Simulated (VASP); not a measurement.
Wanted: the native input for a VASP 6.6.1 run.

- Task: single point
- Functional: PBE
- Potentials or basis: VASP PAW PBE potentials, release 64 (Na_pv, Cl)
- Cutoff: 520 eV
- k mesh: 6 × 6 × 4
- Occupations: gaussian, width 0.01 eV
- Spin: no spin polarisation
- Dipole correction: no
- Further INCAR settings: ALGO = Normal; EDIFF = 1e-07; NBANDS = 22

The structure of NaCl lies in POSCAR:

```
NaCl
1.0
    4.7210755744      0.0000000000      0.0000000000
   -2.3605377872      4.0885713806      0.0000000000
    0.0000000000      0.0000000000      5.5694831084
Na Cl
2 2
Direct
    0.3333333333      0.6666666667     -0.0624973378
    0.6666666667      0.3333333333      0.4375026622
    0.3333333333      0.6666666667      0.4374973378
    0.6666666667      0.3333333333      0.9374973378
```

The input as run:

INCAR

```
SYSTEM = NaCl
  PREC = Accurate
  ENCUT = 520
  EDIFF = 1E-7
  ISMEAR = 0
  SIGMA = 0.01
  LREAL = .False.
  LASPH = .True.
  NELM = 80
  ALGO = Normal
  ISIF = 2
  LWAVE = .False.
  LCHARG = .False.
  GGA = PE
  NBANDS = 22
```

KPOINTS

```
regular mesh
0
Gamma
  6 6 4
  0 0 0
```

Potentials or basis: VASP PAW PBE potentials, release 64 (Na_pv, Cl).

Command:

```bash
$ cat potpaw_PBE.64/Na_pv/POTCAR potpaw_PBE.64/Cl/POTCAR > POTCAR
$ mpirun -np 1 vasp_std > vasp.out
```

It gave:

The pressure is 0.8 GPa and the band gap on the k mesh is 4.84 eV.

It took 21 s on 1 thread of Intel(R) Xeon(R) Platinum 8559C (Emerald Rapids) (shared host), peak memory 0.22 GiB.
